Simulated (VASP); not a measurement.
A run of VASP 6.6.1 is set up as follows.

The input INCAR:

```
SYSTEM = LiF
PREC     = Accurate       ! precision mode
ENCUT    = 600            ! plane-wave cutoff, eV
EDIFF    = 1E-6           ! SCF threshold, eV
ISMEAR   = 0              ! smearing method
SIGMA    = 0.02           ! smearing width, eV
LREAL    = .FALSE.        ! projectors in reciprocal space
LASPH    = .TRUE.         ! aspherical terms in the spheres
NELM     = 100            ! most SCF steps
ALGO     = Normal         ! electronic algorithm
ISIF     = 3              ! what is computed and relaxed
LWAVE    = .FALSE.        ! write WAVECAR
LCHARG   = .FALSE.        ! write CHGCAR
GGA      = PE             ! functional
IBRION   = 2              ! ionic algorithm
NSW      = 100            ! ionic steps
EDIFFG   = -0.005         ! ionic threshold
```

Contents of KPOINTS:

```
Automatic mesh
0
G
  9 9 6
  0 0 0
```

POSCAR

```
LiF
1.0
    3.0609398175      0.0000000000      0.0000000000
   -1.5304699087      2.6508516414      0.0000000000
    0.0000000000      0.0000000000      4.8073245700
Li F
2 2
Direct
    0.3333333300      0.6666666700      0.3811542600
    0.6666666700      0.3333333300      0.8811542600
    0.3333333300      0.6666666700      0.9938437400
    0.6666666700      0.3333333300      0.4938437400
```

Potentials or basis: VASP PAW PBE potentials, release 64 (Li_sv, F).

Run with:

```bash
$ cat potpaw_PBE.64/Li_sv/POTCAR potpaw_PBE.64/F/POTCAR > POTCAR
$ mpirun -np 1 vasp_std > vasp.out
```

**Question.** What does it give for the relaxed cell?

**Answer.** a = 3.121 Å, b = 3.121 Å, c = 4.889 Å, α = 90.00°, β = 90.00°, γ = 120.00°.

**Question.** Estimate the band gap on the k mesh.

**Answer.** 7.61 eV, direct.

**Question.** What does it give for the relaxed volume?

**Answer.** 10.31 Å³/atom.

The path:
| step | energy change (eV) | largest force (eV/Å) | pressure (GPa) | volume (Å³) |
| --- | --- | --- | --- | --- |
| 1 | 0.0000 | 0.0021 | 3.22 | 39.01 |
| 2 | -0.0163 | 0.0002 | 1.47 | 40.12 |
| 3 | -0.0213 | 0.0013 | -0.04 | 41.25 |

Caveat: the cutoff is under 1.25 times the usual one of these potentials, so pressure, stress and relaxed cells hold a basis-set (Pulay) error. As with any semilocal functional, this PBE gap is likely too small.
